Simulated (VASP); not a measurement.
## Al2O: single point with PBE

The system is Al2O.

```
Al O
1.0
     3.04092    0.03830    0.10480
    -0.10610    6.60698    0.01131
    -0.29211   -1.29138    9.06743
Al O
8 4
Direct
  0.45953 0.97509 0.78464
  0.95871 0.31861 0.70990
  0.95450 0.00311 0.26758
  0.96024 0.59418 0.23644
  0.45936 0.58396 0.47073
  0.45541 0.05246 0.50074
  0.96050 0.61924 0.93031
  0.95772 0.23751 0.06352
  0.46180 0.76022 0.89472
  0.45711 0.16379 0.96036
  0.45632 0.82011 0.59599
  0.45882 0.37171 0.58509
```

```
Program                : VASP 6.6.1
Task                   : single point
Functional             : PBE
Potentials or basis    : VASP PAW PBE potentials, release 64 (Al, O)
Cutoff                 : 520 eV
k mesh                 : 6 × 4 × 2
Occupations            : gaussian, width 0.1 eV
Spin                   : no spin polarisation
Dipole correction      : no
Further INCAR settings : ALGO = Normal; EDIFF = 1e-06; NBANDS = 36
```

- Pressure: -0.1 GPa
- Largest force: 0.022 eV/Å
- Band gap on the k mesh: zero (band 24 reaches 6.88 eV, above the bottom of band 25 at 5.30 eV)

Forces on the atoms (eV/Å):
```
Al   0.003  0.017 -0.010
Al  -0.004 -0.003 -0.004
Al   0.004 -0.005 -0.004
Al   0.002  0.001 -0.009
Al  -0.001 -0.004  0.022
Al   0.001 -0.012  0.006
Al   0.003 -0.012  0.006
Al  -0.007  0.004  0.006
O   -0.007 -0.006 -0.002
O    0.007  0.009 -0.005
O   -0.001  0.006 -0.002
O   -0.001  0.006 -0.003
```

Stress tensor (GPa, compression positive):
```
-0.12  0.01  0.01
 0.01 -0.04 -0.03
 0.01 -0.03 -0.20
```

Levels at points of the mesh, in eV from the Fermi level:
| k point | band 20 | band 21 | band 22 | band 23 | band 24 | band 25 | band 26 | band 27 | band 28 | band 29 |
| --- | --- | --- | --- | --- | --- | --- | --- | --- | --- | --- |
| (0.00, 0.00, 0.00) | -3.66 | -3.01 | -2.30 | -1.87 | 0.00 | 0.45 | 1.41 | 1.77 | 3.04 | 3.63 |
| (0.50, 0.00, 0.00) | -2.91 | -1.85 | -1.79 | -1.18 | -0.85 | -0.64 | -0.61 | 0.56 | 1.81 | 1.91 |
| (0.00, 0.50, 0.00) | -3.30 | -2.80 | -2.20 | -0.98 | 0.13 | 0.68 | 1.19 | 1.56 | 2.68 | 3.05 |
| (0.50, 0.50, 0.00) | -2.69 | -2.44 | -2.20 | -1.28 | -0.35 | -0.20 | 0.78 | 1.03 | 1.39 | 1.75 |
| (0.00, 0.00, 0.50) | -3.37 | -3.11 | -2.19 | -1.73 | -0.28 | 0.60 | 1.14 | 1.62 | 3.18 | 3.87 |
| (0.50, 0.00, 0.50) | -2.81 | -2.22 | -1.87 | -1.32 | -1.07 | -1.02 | 0.05 | 0.95 | 1.66 | 1.72 |
| (0.00, 0.50, 0.50) | -3.67 | -2.28 | -1.80 | -1.01 | -0.42 | 0.09 | 0.88 | 2.47 | 2.64 | 3.35 |
| (0.50, 0.50, 0.50) | -2.73 | -2.39 | -1.86 | -1.50 | -0.84 | -0.41 | 0.70 | 0.80 | 1.98 | 2.08 |

Wall time 2.8 min on 1 thread of Intel(R) Xeon(R) Platinum 8559C (Emerald Rapids) (shared host), peak memory 0.33 GiB.
